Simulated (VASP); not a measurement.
A run of VASP 6.6.1 is set up as follows.

File INCAR:

```
SYSTEM = GaH3
  ALGO = Normal
  EDIFF = 1E-7
  ENCUT = 520
  GGA = PE
  ISIF = 2
  ISMEAR = 0
  LASPH = .True.
  LCHARG = .True.
  LELF = .True.
  LREAL = .False.
  LVHAR = .True.
  LWAVE = .False.
  NBANDS = 36
  NELM = 100
  PREC = Accurate
  SIGMA = 0.1
```

KPOINTS

```
k-points
0
Gamma
  3 3 6
  0 0 0
```

File POSCAR:

```
GaH3
1.0
    6.7542674239      0.0000000000      0.0000000000
   -3.3771337120      5.8493671731      0.0000000000
    0.0000000000      0.0000000000      3.4983053186
Ga H
3 9
Direct
    0.5000000000      0.0000000000      0.0000000000
    0.5000000000      0.5000000000      0.0000000000
    0.0000000000      0.5000000000      0.0000000000
    0.5000000000      0.0000000000      0.5000000000
    0.5782248919      0.7891124459      0.0000000000
    0.4217751081      0.2108875541      0.0000000000
    0.2108875541      0.7891124459      0.0000000000
    0.7891124459      0.2108875541      0.0000000000
    0.5000000000      0.5000000000      0.5000000000
    0.2108875541      0.4217751081      0.0000000000
    0.7891124459      0.5782248919      0.0000000000
    0.0000000000      0.5000000000      0.5000000000
```

Potentials or basis: VASP PAW PBE potentials, release 64 (Ga_d, H).

The run is started by

```console
$ cat potpaw_PBE.64/Ga_d/POTCAR potpaw_PBE.64/H/POTCAR > POTCAR
$ mpirun -np 1 vasp_std > vasp.out
```

Question: Predict the pressure.

Answer: 0.0 GPa.

Question: What does it give for the largest force?

Answer: 0.005 eV/Å.

Question: What does it give for the band gap on the k mesh?

Answer: Zero (band 24 reaches 0.47 eV, above the bottom of band 25 at -0.34 eV).

Forces on the atoms (eV/Å):
```
Ga   0.000  0.000  0.000
Ga   0.000  0.000  0.000
Ga   0.000  0.000  0.000
H    0.000  0.000  0.000
H    0.004  0.003  0.000
H   -0.004 -0.003  0.000
H   -0.004  0.003  0.000
H    0.004 -0.003  0.000
H    0.000  0.000  0.000
H    0.000 -0.005  0.000
H    0.000  0.005  0.000
H    0.000  0.000  0.000
```
